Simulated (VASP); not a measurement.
A run of VASP 6.6.1:

INCAR

```
PREC = Accurate
ENCUT = 600
EDIFF = 1E-7
ISMEAR = 0
SIGMA = 0.02
LREAL = False
LASPH = True
NELM = 60
ALGO = Normal
ISIF = 3
LWAVE = False
LCHARG = False
GGA = PE
IBRION = 2
NSW = 65
EDIFFG = -0.01
```

KPOINTS

```
regular mesh
0
Gamma
  6 6 6
```

POSCAR

```
TePb
1.0
    4.6452898470      0.0000000000      0.0000000000
   -2.3226449235      4.0229390155      0.0000000000
    0.0000000000      0.0000000000      7.5856413266
Pb Te
2 2
Direct
    0.0000000000      0.0000000000      0.0000000000
    0.0000000000      0.0000000000      0.5000000000
    0.3333333333      0.6666666667      0.2500000000
    0.6666666667      0.3333333333      0.7500000000
```

Potentials or basis: VASP PAW PBE potentials, release 64 (Pb_d, Te).

Run with:

```bash
$ cat potpaw_PBE.64/Pb_d/POTCAR potpaw_PBE.64/Te/POTCAR > POTCAR
$ mpirun -np 1 vasp_std > vasp.out
```

Hardware: 1 thread of Intel Xeon 8259CL, with other jobs on the host.

**Question.** Estimate the wall time of this run.

**Answer.** Wall time 31 min on 1 thread of Intel Xeon 8259CL, on a shared host, peak memory 0.4 GiB. Counts: scf iterations 60, k points 28, ion steps 6.
